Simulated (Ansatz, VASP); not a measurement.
# Two plane-wave programs on Ni

INCAR

```
PREC = Accurate
ENCUT = 600
EDIFF = 1E-6
ISMEAR = -1
SIGMA = 0.1
LREAL = F
LASPH = T
NELM = 120
ALGO = Normal
ISIF = 2
LWAVE = F
LCHARG = F
GGA = RE
NBANDS = 11
GGA_COMPAT = F
```

File KPOINTS:

```
regular mesh
0
Gamma
  15 15 15
```

Contents of POSCAR:

```
Ni
1.0
    2.4056276361      0.0000000000      0.0000000000
    0.0000000000      2.4056276361      0.0000000000
    0.0000000000      0.0000000000      2.4056276361
Ni
1
Direct
    0.0000000000      0.0000000000      0.0000000000
```

Input for Ansatz:

```yaml
crystal:
  lattice:
    - [2.4056276361, 0.0, 0.0]
    - [0.0, 2.4056276361, 0.0]
    - [0.0, 0.0, 2.4056276361]
  atoms:
    - { symbol: Ni, position: [0.0, 0.0, 0.0] }
hamiltonian:
  xc: revpbe
  pseudopotentials:
    kind: paw
    azcp:
      Ni: "pseudopotentials/Ni.paw.azcp"
basis:
  ecutwfc: 420
  fft_grid_basis: typed
kpoints:
  mp_grid: { grid: [15, 15, 15], shift: [0, 0, 0] }
magnetization:
  spin_polarized: false
scf:
  occupations: { method: fermi_dirac, width: 0.1 }
  lower_state_search: "off"
output:
  stress: true
```

Alike in both runs: task single point; functional revPBE; k mesh 15 × 15 × 15; occupations fermi-dirac, width 0.1 eV; no spin polarisation.

|  | VASP | Ansatz |
| --- | --- | --- |
| version | VASP 6.6.1 | Ansatz 0.2.0 |
| potentials or method | VASP PAW PBE potentials, release 64 (Ni), cutoff 600 eV | plane waves (420 eV) with PAW, scalar-relativistic |
| valence electrons in the cell | 10 | 18 |

VASP gave:

```
pressure (GPa) : -8.5
```

Q: Estimate Ansatz's values.

A: Pressure (GPa): -8.6.

VASP's potentials were made for PBE, not for revPBE. VASP's potentials hold 10 valence electrons a cell and Ansatz's 18, so a difference there can come from the potentials and not from the codes.
